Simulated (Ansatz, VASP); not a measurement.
**Sc3W in VASP and in Ansatz**

```xyz
8
Lattice="5.5211 0.0000 0.0000 0.0000 5.5211 0.0000 0.0000 0.0000 5.5211" Properties=species:S:1:pos:R:3 pbc="T T T"
Sc    0.0000    2.7605    1.3803
Sc    0.0000    2.7605    4.1408
Sc    1.3803    0.0000    2.7605
Sc    4.1408    0.0000    2.7605
Sc    2.7605    4.1408    0.0000
Sc    2.7605    1.3803    0.0000
W     0.0000    0.0000    0.0000
W     2.7605    2.7605    2.7605
```

Alike in both runs: functional PBE; k mesh 4 × 4 × 4; occupations gaussian, width 0.1 eV; no spin polarisation.

Ansatz relaxed the structure, and its values are those at the end. VASP's run is a single point on that final structure, the one shown.

|  | VASP | Ansatz |
| --- | --- | --- |
| version | VASP 6.6.1 | Ansatz 0.2.0 |
| potentials or method | VASP PAW PBE potentials, release 64 (Sc_sv, W_sv), cutoff 500 eV | scalar-relativistic, plane waves, PAW |
| valence electrons in the cell | 94 | 94 |

|  | VASP | Ansatz | Ansatz less VASP |
| --- | --- | --- | --- |
| gap on the k mesh at the Fermi level (eV) | none | none | - |
| pressure (GPa) | 0.1 | 0.0 | -0.12 |

A gap of «none» marks a metal or a gap that the smearing closes.

Spin-orbit coupling is off throughout.
